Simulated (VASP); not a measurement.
# CaO (Fm-3m) in VASP: notebook

Runs on CaO. Level: PBE. Tasks: single point.

All numbers are computed with VASP 6.6.1; they aren't measurements. Logs are shortened: lines on timing, memory, paths and dates and some standing lists are left out, and cuts for length are marked.

**1. The cell of the first run**

The structure is cubic, space group Fm-3m (No. 225). Conventional cell: a = 4.630 Å, b = 4.630 Å, c = 4.630 Å, α = 90.00°, β = 90.00°, γ = 90.00°. Within 3.1 Å of Ca (site symmetry m-3m) lie 6 O at 2.31 Å. Within 3.1 Å of O (site symmetry m-3m) lie 6 Ca at 2.31 Å.

**2. Single point, PBE (volume changed by -10%)**

Contents of INCAR:

```
PREC = Accurate ; ENCUT = 520
EDIFF = 1E-7 ; ISMEAR = 0
SIGMA = 0.01 ; LREAL = False
LASPH = True ; NELM = 60
ALGO = Normal ; ISIF = 2
LWAVE = False ; LCHARG = False
GGA = PE ; NBANDS = 15
```

Contents of KPOINTS:

```
Automatic mesh
0
Gamma
  6 6 6
```

Contents of POSCAR:

```
CaO
1.0
    0.0000000000      2.3148113142      2.3148113142
    2.3148113142      0.0000000000      2.3148113142
    2.3148113142      2.3148113142      0.0000000000
Ca O
1 1
Direct
    0.0000000000      0.0000000000      0.0000000000
    0.5000000000      0.5000000000      0.5000000000
```

Potentials or basis: VASP PAW PBE potentials, release 64 (Ca_sv, O).

Started as:

```sh
cat potpaw_PBE.64/Ca_sv/POTCAR potpaw_PBE.64/O/POTCAR > POTCAR
mpirun -np 1 vasp_std > vasp.out
```

OUTCAR:

```text
PREC = Accurate
   ENCUT = 520
   EDIFF = 1E-7
   ISMEAR = 0
   LREAL = False
   LASPH = True
   NELM = 60
   ISIF = 2
   GGA = PE

 ion  position               nearest neighbor table
   1  0.000  0.000  0.000-   2 2.31   2 2.31   2 2.31   2 2.31   2 2.31   2 2.31
   2  0.500  0.500  0.500-   1 2.31   1 2.31   1 2.31   1 2.31   1 2.31   1 2.31

  LATTYP: Found a face centered cubic cell.
 ALAT       =     4.6296226284

  Lattice vectors:

 A1 = (   0.0000000000,   2.3148113142,   2.3148113142)
 A2 = (   2.3148113142,   0.0000000000,   2.3148113142)
 A3 = (   2.3148113142,   2.3148113142,   0.0000000000)

Analysis of symmetry for initial positions (statically):
=====================================================================
 Subroutine PRICEL returns:
 Original cell was already a primitive cell.

 Routine SETGRP: Setting up the symmetry group for a
 face centered cubic supercell.

 Subroutine GETGRP returns: Found 48 space group operations
 (whereof 48 operations were pure point group operations)
 out of a pool of 48 trial point group operations.

The static configuration has the point symmetry O_h .

Analysis of symmetry for dynamics (positions and initial velocities):
=====================================================================
 Subroutine PRICEL returns:
 Original cell was already a primitive cell.

 Routine SETGRP: Setting up the symmetry group for a
 face centered cubic supercell.

 Subroutine GETGRP returns: Found 48 space group operations
 (whereof 48 operations were pure point group operations)
 out of a pool of 48 trial point group operations.

The dynamic configuration has the point symmetry O_h .

 Subroutine INISYM returns: Found 48 space group operations
 (whereof 48 operations are pure point group operations),
 and found     1 'primitive' translations

----------------------------------------------------------------------------------------

                                     Primitive cell

  volume of cell :      24.8071

  direct lattice vectors                    reciprocal lattice vectors
     0.000000000  2.314811314  2.314811314    -0.216000327  0.216000327  0.216000327
     2.314811314  0.000000000  2.314811314     0.216000327 -0.216000327  0.216000327
     2.314811314  2.314811314  0.000000000     0.216000327  0.216000327 -0.216000327

  length of vectors
     3.273637555  3.273637555  3.273637555     0.374123540  0.374123540  0.374123540

  position of ions in fractional coordinates (direct lattice)
     0.000000000  0.000000000  0.000000000
     0.500000000  0.500000000  0.500000000

  ion indices of the primitive-cell ions
   primitive index   ion index
                 1           1
                 2           2

----------------------------------------------------------------------------------------

 KPOINTS: Automatic mesh

Automatic generation of k-mesh.
 Grid dimensions read from file:
 generate k-points for:    6    6    6

 Generating k-lattice:

  Cartesian coordinates                     Fractional coordinates (reciprocal lattice)
    -0.036000054  0.036000054  0.036000054     0.166666667  0.000000000  0.000000000
     0.036000054 -0.036000054  0.036000054     0.000000000  0.166666667  0.000000000
     0.036000054  0.036000054 -0.036000054     0.000000000  0.000000000  0.166666667

  Length of vectors
     0.062353923  0.062353923  0.062353923

  Shift w.r.t. Gamma in fractional coordinates (k-lattice)
     0.000000000  0.000000000  0.000000000

 Subroutine IBZKPT returns following result:
 ===========================================

 Found     16 irreducible k-points:

 Following reciprocal coordinates:
            Coordinates               Weight
  0.000000  0.000000  0.000000      1.000000
  0.166667  0.000000  0.000000      8.000000
  0.333333  0.000000  0.000000      8.000000
  0.500000  0.000000  0.000000      4.000000
  0.166667  0.166667  0.000000      6.000000
  0.333333  0.166667  0.000000     24.000000
[... 8 lines left out ...]
 -0.333333  0.333333  0.166667     24.000000
 -0.333333  0.500000  0.166667     12.000000
   k-points           NKPTS =     16   k-points in BZ     NKDIM =     16   number of bands    NBANDS=     15
   number of dos      NEDOS =    301   number of ions     NIONS =      2
   total plane-waves  NPLWV =  13824
   dimension x,y,z NGX =    24 NGY =   24 NGZ =   24
   dimension x,y,z NGXF=    48 NGYF=   48 NGZF=   48
   ions per type =               1   1
   NGX,Y,Z   is equivalent  to a cutoff of  12.19, 12.19, 12.19 a.u.
   NGXF,Y,Z  is equivalent  to a cutoff of  24.38, 24.38, 24.38 a.u.
 SYSTEM =  unknown system
   PREC   = accura    normal or accurate (medium, high low for compatibility)
   ISTART =      0    job   : 0-new  1-cont  2-samecut
   ICHARG =      2    charge: 1-file 2-atom 10-const
   ISPIN  =      1    spin polarized calculation?
   LNONCOLLINEAR =      F non collinear calculations
   LSORBIT =      F    spin-orbit coupling
   LASPH  =      T    aspherical Exc in radial PAW
   ENCUT  =  520.0 eV  38.22 Ry    6.18 a.u.   6.09  6.09  6.09*2*pi/ulx,y,z
   NELM   =     60;   NELMIN=  2; NELMDL= -5     # of ELM steps
   EDIFF  = 0.1E-06   stopping-criterion for ELM
   LREAL  =      F    real-space projection
   EDIFFG = 0.1E-05   stopping-criterion for IOM
   NSW    =      0    number of steps for IOM
   IBRION =     -1    ionic relax: 0-MD 1-quasi-New 2-CG
   NFREE  =      0    steps in history (QN), initial steepest desc. (CG)
   ISIF   =      2    stress and relaxation
   ISYM   =      2    0-nonsym 1-usesym 2-fastsym
   POTIM  = 0.5000    time-step for ionic-motion
   TEBEG  =    0.0;   TEEND  =   0.0 temperature during run
   PSTRESS=    0.0 pullay stress
   NELECT =      16.0000    total number of electrons
   NUPDOWN=      -1.0000    fix difference up-down
   EMIN   =  10.00;   EMAX   =-10.00  energy-range for DOS
   EFERMI =   0.00;   METHOD = LEGACY
   ISMEAR =     0;   SIGMA  =   0.01  broadening in eV -4-tet -1-fermi 0-gaus
   EFERMI_NEDOS =   21; number of points for ismear=-14 and -15
   IALGO  =     38    algorithm
   IMIX   =      4    mixing-type and parameters
     AMIX     =   0.40;   BMIX     =  1.00
     AMIX_MAG =   1.60;   BMIX_MAG =  1.00
  volume/ion in A,a.u.               =      12.40        83.70
  Fermi-wavevector in a.u.,A,eV,Ry     =   1.414455  2.672933 27.220956  2.000684
  Thomas-Fermi vector in A             =   2.535996
   LORBIT       =      0    0 simple, 1 ext, 2 COOP (PROOUT), +10 PAW based schemes
   GGA     = PE    functional components
   LHFCALC =     F    Hartree Fock is set to
   AEXX    =    0.0000 exact exchange contribution
   IVDW    =     0    specifies the selected vdW correction
   LEPSILON=     F    determine dielectric tensor
   LRPA    =     F    only Hartree local field effects (RPA)
 non-spin polarized calculation
 Gauss-broadening in eV      SIGMA  =   0.01
  energy-cutoff  :      520.00
  volume of cell :       24.81
 maximum number of plane-waves:       692
   NGX = 13   NGY = 13   NGZ = 13

 number of electron      15.9999999 magnetization

 Free energy of the ion-electron system (eV)
  ---------------------------------------------------
  ext. energy  EPLUGINS =         0.00000000
  ---------------------------------------------------
  free energy    TOTEN  =       -12.61861918 eV

  energy without entropy =      -12.61861918  energy(sigma->0) =      -12.61861918

 E-fermi :   3.1815     XC(G=0): -11.0369

 val. band max:        3.0320561099   @ k =   0.0000   0.0000   0.0000
 cond. band min:       6.6004320218   @ k =   0.5000   0.5000   0.0000
 fundamental gap:      3.5683759120
 Fermi energy:         3.1814974178

 k-point     1 :       0.0000    0.0000    0.0000
  band No.  band energies     occupation
      1     -34.1757      2.00000
      2     -14.8354      2.00000
      3     -14.8354      2.00000
      4     -14.8354      2.00000
      5     -12.7218      2.00000
      6       3.0321      2.00000
      7       3.0321      2.00000
      8       3.0321      2.00000
      9       8.7203      0.00000
     10       9.5131      0.00000
     11       9.5131      0.00000
     12       9.5131      0.00000
     13      11.2235      0.00000
     14      11.2235      0.00000
     15      18.8082      0.00000

 k-point     2 :       0.1667    0.0000    0.0000
  band No.  band energies     occupation
      1     -34.1339      2.00000
      2     -15.4294      2.00000
      3     -14.8532      2.00000
      4     -14.8532      2.00000
      5     -12.1236      2.00000
      6       2.1083      2.00000
      7       2.6032      2.00000
      8       2.6032      2.00000
      9       9.4601      0.00000
     10       9.9194      0.00000
     11      10.0409      0.00000
     12      10.0409      0.00000
     13      11.9779      0.00000
     14      11.9779      0.00000
     15      19.8957      0.00000

 k-point     3 :       0.3333    0.0000    0.0000
  band No.  band energies     occupation
      1     -34.0489      2.00000
      2     -16.2246      2.00000
      3     -14.8882      2.00000
      4     -14.8882      2.00000
      5     -11.3127      2.00000
      6       0.7080      2.00000
      7       1.8907      2.00000
      8       1.8908      2.00000
      9       9.9601      0.00000
     10      11.2649      0.00000
     11      11.2649      0.00000
     12      11.8218      0.00000
     13      13.5083      0.00000
     14      13.5083      0.00000
     15      19.6308      0.00000
[... 199 lines left out ...]
 k-point    15 :      -0.3333    0.3333    0.1667
  band No.  band energies     occupation
      1     -33.9674      2.00000
      2     -15.9904      2.00000
      3     -15.3150      2.00000
      4     -15.1239      2.00000
      5     -11.6218      2.00000
      6       1.1601      2.00000
      7       1.8951      2.00000
      8       1.9135      2.00000
      9       9.9504      0.00000
     10       9.9590      0.00000
     11      12.5512      0.00000
     12      12.8386      0.00000
     13      14.0230      0.00000
     14      17.1636      0.00000
     15      18.2690      0.00000

 k-point    16 :      -0.3333    0.5000    0.1667
  band No.  band energies     occupation
      1     -33.9551      2.00000
      2     -15.5798      2.00000
      3     -15.4656      2.00000
      4     -15.3064      2.00000
      5     -11.9956      2.00000
      6       1.8213      2.00000
      7       1.8668      2.00000
      8       2.2283      2.00000
      9       8.2023      0.00000
     10      11.2338      0.00000
     11      12.1860      0.00000
     12      13.3422      0.00000
     13      13.5571      0.00000
     14      17.1919      0.00000
     15      18.2526      0.00000

------------------------ aborting loop because EDIFF is reached ----------------------------------------

  FORCE on cell =-STRESS in cart. coord.  units (eV):
  Direction    XX          YY          ZZ          XY          YZ          ZX
  --------------------------------------------------------------------------------------
  -------------------------------------------------------------------------------------
  Total        2.9023763      2.9023763      2.9023763     -0.0000000     -0.0000000     -0.0000000
  in kB      187.4508923    187.4508923    187.4508923     -0.0000000     -0.0000000     -0.0000000
  external PRESSURE =     187.4508923 kB  Pullay stress =       0.0000000 kB

 VOLUME and BASIS-vectors are now :
 -----------------------------------------------------------------------------
  energy-cutoff  :      520.00
  volume of cell :       24.81
      direct lattice vectors                 reciprocal lattice vectors
     0.000000000  2.314811314  2.314811314    -0.216000327  0.216000327  0.216000327
     2.314811314  0.000000000  2.314811314     0.216000327 -0.216000327  0.216000327
     2.314811314  2.314811314  0.000000000     0.216000327  0.216000327 -0.216000327

 POSITION                                       TOTAL-FORCE (eV/Angst)
 -----------------------------------------------------------------------------------
      0.00000      0.00000      0.00000        -0.000000      0.000000      0.000000
      2.31481      2.31481      2.31481         0.000000     -0.000000     -0.000000
 -----------------------------------------------------------------------------------
    total drift:                                0.000000     -0.000000     -0.000000

  FREE ENERGIE OF THE ION-ELECTRON SYSTEM (eV)
  ---------------------------------------------------
  free  energy   TOTEN  =       -12.6186191787 eV

  energy  without entropy=      -12.6186191787  energy(sigma->0) =      -12.61861918
```

Wall time 3.5 s (1 thread of Intel Xeon 6975P-C (Granite Rapids), shared host); peak memory 0.13 GiB.

Results:

```
Free energy            : -12.6186 eV
Pressure               : 18.7 GPa
Band gap on the k mesh : 3.57 eV, indirect (least direct gap 3.91 eV)
```

 A k mesh can miss the band edges.

(Continued in part 2 of 3.)
